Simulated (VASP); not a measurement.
A run of VASP 6.6.1 is set up as follows.

Contents of INCAR:

```
  PREC = Accurate
  ENCUT = 520
  EDIFF = 1E-6
  ISMEAR = -1
  SIGMA = 0.08
  LREAL = False
  LASPH = True
  NELM = 100
  ALGO = Normal
  ISIF = 2
  LWAVE = False
  LCHARG = True
  LELF = True
  LVHAR = True
  NBANDS = 21
```

The input KPOINTS:

```
Automatic mesh
0
Gamma
  18 18 18
```

The input POSCAR:

```
Ge
1.0
   -2.1583292071      2.1583292071      1.1721417642
    2.1583292071     -2.1583292071      1.1721417642
    2.1583292071      2.1583292071     -1.1721417642
Ge
2
Direct
   -0.3750000000     -0.1250000000     -0.2500000000
    0.3750000000      0.1250000000      0.2500000000
```

Potentials or basis: VASP PAW LDA potentials, release 64 (Ge_d).

The run is started by

```bash
$ cat potpaw_LDA.64/Ge_d/POTCAR > POTCAR
$ mpirun -np 1 vasp_std > vasp.out
```

(1) Predict the pressure.

(2) What does it give for the band gap on the k mesh?

Answers

(1) 131.6 GPa.

(2) zero (bands 14 and 15 overlap by 9.63 eV).

Caveat: the cell stands under pressure.
